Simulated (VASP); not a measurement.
Write the native input for VASP 6.6.1 that does the following.

| Property | Result |
| --- | --- |
| Task | single point |
| Functional | PBE |
| Potentials or basis | VASP PAW PBE potentials, release 64 (Zn, C) |
| Cutoff | 600 eV |
| k mesh | 8 × 8 × 8 |
| Occupations | gaussian, width 0.1 eV |
| Spin | no spin polarisation |
| Dipole correction | no |
| Further INCAR settings | ALGO = Normal; EDIFF = 1e-06; NBANDS = 29 |

The structure of ZnC2 lies in POSCAR:

```
ZnC2
1.0
   -1.8120655971      1.8120655971      4.0640476529
    1.8120655971     -1.8120655971      4.0640476529
    1.8120655971      1.8120655971     -4.0640476529
Zn C
2 4
Direct
    0.0000000000      0.0000000000      0.0000000000
    0.7500000000      0.2500000000      0.5000000000
    0.4079849616      0.4079849616      0.0000000000
    0.1579849616      0.6579849616      0.5000000000
    0.3420150384      0.8420150384      0.5000000000
    0.5920150384      0.5920150384      0.0000000000
```

The input as run:

INCAR

```
PREC     = Accurate       # precision mode
ENCUT    = 600            # plane-wave cutoff, eV
EDIFF    = 1E-6           # SCF threshold, eV
ISMEAR   = 0              # smearing method
SIGMA    = 0.1            # smearing width, eV
LREAL    = F              # projectors in reciprocal space
LASPH    = T              # aspherical terms in the spheres
NELM     = 120            # most SCF steps
ALGO     = Normal         # electronic algorithm
ISIF     = 2              # what is computed and relaxed
LWAVE    = F              # write WAVECAR
LCHARG   = F              # write CHGCAR
GGA      = PE             # functional
NBANDS   = 29             # bands
GGA_COMPAT= F
```

KPOINTS

```
regular mesh
0
Gamma
  8 8 8
```

Potentials or basis: VASP PAW PBE potentials, release 64 (Zn, C).

Command:

```sh
$ cat potpaw_PBE.64/Zn/POTCAR potpaw_PBE.64/C/POTCAR > POTCAR
$ mpirun -np 1 vasp_std > vasp.out
```

Results of the run:

```
Pressure               : 0.4 GPa
Largest force          : 0.029 eV/Å
Band gap on the k mesh : zero (bands 20 and 21 overlap by 0.17 eV)
```

Wall time 56 s on 1 thread of Intel(R) Xeon(R) 6975P-C (Granite Rapids), with other jobs on the host, peak memory 0.28 GiB.
